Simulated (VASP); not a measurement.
# Pb (Fm-3m) in VASP: further runs, part 2 of 3

VASP 6.6.1. The steps go on from the part before.

## (3) Single point, RPBE+D4

This run uses another cell than the first one, of 30.93 Å³/atom, 1.020 times its volume.

The input, INCAR:

```
SYSTEM = Pb
PREC = Accurate
ENCUT = 520
EDIFF = 1E-6
ISMEAR = -1
SIGMA = 0.05
LREAL = .FALSE.
LASPH = .TRUE.
NELM = 80
ALGO = Normal
ISIF = 2
LWAVE = .FALSE.
LCHARG = .FALSE.
GGA = RP
IVDW = 13
NBANDS = 13
```

The input, KPOINTS:

```
regular mesh
0
G
  9 9 9
  0 0 0
```

The input, POSCAR:

```
Pb
1.0
    0.0000000000      2.4914113386      2.4914113386
    2.4914113386      0.0000000000      2.4914113386
    2.4914113386      2.4914113386      0.0000000000
Pb
1
Direct
    0.0000000000      0.0000000000      0.0000000000
```

Potentials or basis: VASP PAW PBE potentials, release 64 (Pb_d).

On the command line:

```bash
> cat potpaw_PBE.64/Pb_d/POTCAR > POTCAR
> mpirun -np 1 vasp_std > vasp.out
```

OUTCAR:

```text
SYSTEM = Pb
   PREC = Accurate
   ENCUT = 520
   EDIFF = 1E-6
   ISMEAR = -1
   LREAL = .FALSE.
   LASPH = .TRUE.
   NELM = 80
   ISIF = 2
   GGA = RP
   IVDW = 13

 ion  position               nearest neighbor table
   1  0.000  0.000  0.000-

  LATTYP: Found a face centered cubic cell.
 ALAT       =     4.9828226772

  Lattice vectors:

 A1 = (   0.0000000000,   2.4914113386,   2.4914113386)
 A2 = (   2.4914113386,   0.0000000000,   2.4914113386)
 A3 = (   2.4914113386,   2.4914113386,   0.0000000000)

Analysis of symmetry for initial positions (statically):
[... 5 lines left out ...]
 face centered cubic supercell.

 Subroutine GETGRP returns: Found 48 space group operations
 (whereof 48 operations were pure point group operations)
 out of a pool of 48 trial point group operations.

The static configuration has the point symmetry O_h .

Analysis of symmetry for dynamics (positions and initial velocities):
[... 5 lines left out ...]
 face centered cubic supercell.

 Subroutine GETGRP returns: Found 48 space group operations
 (whereof 48 operations were pure point group operations)
 out of a pool of 48 trial point group operations.

The dynamic configuration has the point symmetry O_h .

 Subroutine INISYM returns: Found 48 space group operations
 (whereof 48 operations are pure point group operations),
 and found     1 'primitive' translations

----------------------------------------------------------------------------------------

                                     Primitive cell

  volume of cell :      30.9290

  direct lattice vectors                    reciprocal lattice vectors
     0.000000000  2.491411339  2.491411339    -0.200689462  0.200689462  0.200689462
     2.491411339  0.000000000  2.491411339     0.200689462 -0.200689462  0.200689462
     2.491411339  2.491411339  0.000000000     0.200689462  0.200689462 -0.200689462

  length of vectors
     3.523387704  3.523387704  3.523387704     0.347604344  0.347604344  0.347604344

[... 103 lines left out ...]
   GGA     = RP    functional components
   LHFCALC =     F    Hartree Fock is set to
   AEXX    =    0.0000 exact exchange contribution
   IVDW    =    13    specifies the selected vdW correction
   LEPSILON=     F    determine dielectric tensor
   LRPA    =     F    only Hartree local field effects (RPA)
 non-spin polarized calculation
  energy-cutoff  :      520.00
  volume of cell :       30.93
 maximum number of plane-waves:       869
 NGX is ok and might be reduce to    28
   NGX = 13   NGY = 13   NGZ = 13

 number of electron      14.0000000 magnetization

 Free energy of the ion-electron system (eV)
  ---------------------------------------------------
  ext. energy  EPLUGINS =         0.00000000
  ---------------------------------------------------
  free energy    TOTEN  =        -3.17779685 eV

  energy without entropy =       -3.17456512  energy(sigma->0) =       -3.17618099

 E-fermi :   7.0587     XC(G=0):  -9.9921

 val. band max:        6.8353442026   @ k =  -0.3333   0.3333   0.1111
 cond. band min:       7.0708881825   @ k =  -0.2222   0.3333   0.1111
 fundamental gap:      0.2355439800
 Fermi energy:         7.0587288959

 k-point     1 :       0.0000    0.0000    0.0000
  band No.  band energies     occupation
      1      -9.9406      2.00000
      2      -9.9406      2.00000
      3      -9.9406      2.00000
      4      -9.8106      2.00000
      5      -9.8106      2.00000
      6      -4.4245      2.00000
      7      14.4784      0.00000
      8      14.4784      0.00000
      9      14.4784      0.00000
     10      16.9026      0.00000
     11      18.2393      0.00000
     12      19.5143      0.00000
     13      19.5143      0.00000
[... 354 lines left out ...]
  band No.  band energies     occupation
      1     -10.0875      2.00000
      2     -10.0009      2.00000
      3      -9.6984      2.00000
      4      -9.6612      2.00000
      5      -9.6612      2.00000
      6       0.0421      2.00000
      7       4.5281      2.00000
      8       9.3294      0.00000
      9       9.3294      0.00000
     10      12.5801      0.00000
     11      13.7891      0.00000
     12      25.3247      0.00000
     13      26.9064      0.00000

 [... further k-points ...]

------------------------ aborting loop because EDIFF is reached ----------------------------------------

  DFT-D4 for vdW energy calculation

  Edisp (eV):   -0.71632

  FORCE on cell =-STRESS in cart. coord.  units (eV):
  Direction    XX          YY          ZZ          XY          YZ          ZX
  --------------------------------------------------------------------------------------
  -------------------------------------------------------------------------------------
  Total      -0.12139    -0.12139    -0.12139    -0.00000    -0.00000    -0.00000
  in kB      -6.28833    -6.28833    -6.28833    -0.00000    -0.00000    -0.00000
  external pressure =       -6.29 kB  Pullay stress =        0.00 kB

 VOLUME and BASIS-vectors are now :
 -----------------------------------------------------------------------------
  energy-cutoff  :      520.00
  volume of cell :       30.93
      direct lattice vectors                 reciprocal lattice vectors
     0.000000000  2.491411339  2.491411339    -0.200689462  0.200689462  0.200689462
     2.491411339  0.000000000  2.491411339     0.200689462 -0.200689462  0.200689462
     2.491411339  2.491411339  0.000000000     0.200689462  0.200689462 -0.200689462

 POSITION                                       TOTAL-FORCE (eV/Angst)
 -----------------------------------------------------------------------------------
      0.00000      0.00000      0.00000         0.000000      0.000000      0.000000
 -----------------------------------------------------------------------------------
    total drift:                               -0.000000     -0.000000     -0.000000

  FREE ENERGIE OF THE ION-ELECTRON SYSTEM (eV)
  ---------------------------------------------------
  free  energy   TOTEN  =        -3.8941119417 eV

  energy  without entropy=       -3.8908802149  energy(sigma->0) =       -3.89249608
```

OSZICAR:

```text
N       E                     dE             d eps       ncg     rms          rms(c)
DAV:   1     0.108914484241E+03    0.10891E+03   -0.71595E+03   920   0.125E+03
DAV:   2     0.218155323590E+01   -0.10673E+03   -0.10383E+03   935   0.307E+02
DAV:   3    -0.305800471383E+01   -0.52396E+01   -0.52281E+01  1143   0.748E+01
DAV:   4    -0.317846306895E+01   -0.12046E+00   -0.12043E+00  1119   0.121E+01
DAV:   5    -0.318441412069E+01   -0.59511E-02   -0.59509E-02  1285   0.252E+00    0.476E-01
DAV:   6    -0.317872079831E+01    0.56933E-02   -0.94993E-03  1160   0.167E+00    0.255E-01
DAV:   7    -0.317768497029E+01    0.10358E-02   -0.48700E-03  1180   0.112E+00    0.903E-02
DAV:   8    -0.317780037892E+01   -0.11541E-03   -0.51899E-04  1125   0.330E-01    0.106E-02
DAV:   9    -0.317779807596E+01    0.23030E-05   -0.12158E-05  1275   0.561E-02    0.517E-03
DAV:  10    -0.317779677231E+01    0.13036E-05   -0.14904E-06  1095   0.109E-02    0.444E-04
DAV:  11    -0.317779685008E+01   -0.77762E-07   -0.52913E-08   695   0.347E-03
   1 F= -.38941119E+01 E0= -.38924961E+01  d E =-.323173E-02
```

stdout:

```text
POSCAR found type information on POSCAR Pb
 POSCAR found :  1 types and       1 ions
 scaLAPACK will be used
 -----------------------------------------------------------------------------
|                                                                             |
|                                                                             |
|     You enforced a specific xc type in the INCAR file but a different       |
|     I HOPE YOU KNOW WHAT YOU ARE DOING!                                     |
|                                                                             |
 -----------------------------------------------------------------------------

 LDA part: xc-table for (Slater+PW92), standard interpolation
 POSCAR, INCAR and KPOINTS ok, starting setup
 FFT: planning ... GRIDC
 FFT: planning ... GRID_SOFT
 FFT: planning ... GRID
 WAVECAR not read
 entering main loop
```

Run time: 26 s. Hardware: 1 thread of AMD EPYC 7R13, shared host; peak memory 0.13 GiB.

Results:

| Quantity | Value |
| --- | --- |
| Free energy | -3.8941 eV |
| Pressure | -0.6 GPa |
| Band gap on the k mesh | zero (band 7 reaches 14.48 eV, above the bottom of band 8 at 5.69 eV) |
| Dispersion energy per atom | -0.716 eV |

Levels at points of the mesh, in eV from the Fermi level:
| k point | band 3 | band 4 | band 5 | band 6 | band 7 | band 8 | band 9 | band 10 | band 11 | band 12 |
| --- | --- | --- | --- | --- | --- | --- | --- | --- | --- | --- |
| (0.00, 0.00, 0.00) | -17.00 | -16.87 | -16.87 | -11.48 | 7.42 | 7.42 | 7.42 | 9.84 | 11.18 | 12.46 |

Caveat: the PAW data sets were made with another functional, which shifts forces and pressure a little; spin-orbit coupling is left out, which moves the levels of the heavy elements; pairwise dispersion overbinds metals, which lowers pressure and volume.

## (4) Single point, RPBE+D4

This run uses another cell than the first one, of 31.54 Å³/atom, 1.040 times its volume.

The input, INCAR:

```
  ALGO = Fast
  EDIFF = 1E-6
  ENCUT = 520
  GGA = RP
  ISIF = 2
  ISMEAR = -1
  IVDW = 13
  LASPH = True
  LCHARG = False
  LREAL = False
  LWAVE = False
  NBANDS = 13
  NELM = 60
  PREC = Accurate
  SIGMA = 0.05
```

The input, KPOINTS:

```
k-points
0
Gamma
  9 9 9
```

The input, POSCAR:

```
Pb
1.0
    0.0000000000      2.5075897876      2.5075897876
    2.5075897876      0.0000000000      2.5075897876
    2.5075897876      2.5075897876      0.0000000000
Pb
1
Direct
    0.0000000000      0.0000000000      0.0000000000
```

On the command line:

```bash
> cat potpaw_PBE.64/Pb_d/POTCAR > POTCAR
> mpirun -np 1 vasp_std > vasp.out
```

Run time: 28 s. Hardware: 1 thread of AMD EPYC 7R13, shared host; peak memory 0.13 GiB.

The run converged. Its results:

* Free energy: -3.8906 eV
* Pressure: -1.4 GPa
* Band gap on the k mesh: zero (band 7 reaches 14.12 eV, above the bottom of band 8 at 5.52 eV)
* Dispersion energy per atom: -0.704 eV

Levels at points of the mesh, in eV from the Fermi level:
```
           k point  band 4  band 5  band 6  band 7  band 8  band 9  band 10  band 11
(0.00, 0.00, 0.00)  -16.87  -16.87  -11.36    7.26    7.26    7.26     9.82    10.93
```

Caveat: the PAW data sets were made with another functional, which shifts forces and pressure a little; spin-orbit coupling is left out, which moves the levels of the heavy elements; pairwise dispersion overbinds metals, which lowers pressure and volume.

(Continued in part 3 of 3.)
